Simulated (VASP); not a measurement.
The system is Ge.

```
Ge
1.0
     0.00000    2.80992    2.80992
     2.80992    0.00000    2.80992
     2.80992    2.80992    0.00000
Ge
2
Direct
  0.75000 0.75000 0.75000
  0.50000 0.50000 0.50000
```

Base run:

| Property | Result |
| --- | --- |
| Program | VASP 6.6.1 |
| Functional | PBE exchange alone |
| Potentials or basis | VASP PAW PBE potentials, release 64 (Ge_d) |
| Cutoff | 520 eV |
| k mesh | 8 × 8 × 8 |
| Occupations | fermi-dirac, width 0.05 eV |
| Spin | no spin polarisation |

Its results: band gap on the k mesh 0.08 eV, direct; pressure 15.5 GPa.

After a change of settings the same cell gave: band gap on the k mesh 0.51 eV, indirect (least direct gap 0.60 eV); pressure 2.3 GPa. Which change was it?
A. functional from PBE exchange alone to r2SCAN
B. functional from PBE exchange alone to PBEsol; dispersion from none to D4
C. functional from PBE exchange alone to B3LYP; k mesh from 8 × 8 × 8 to 4 × 4 × 4
D. functional from PBE exchange alone to PBEsol; further incar settings from ALGO = Normal; EDIFF = 1e-06; NBANDS = 21 to ALGO = Normal; EDIFF = 1e-07; NBANDS = 21

A.

Caveats: the PAW data sets were made with another functional, which shifts forces and pressure a little (some runs).
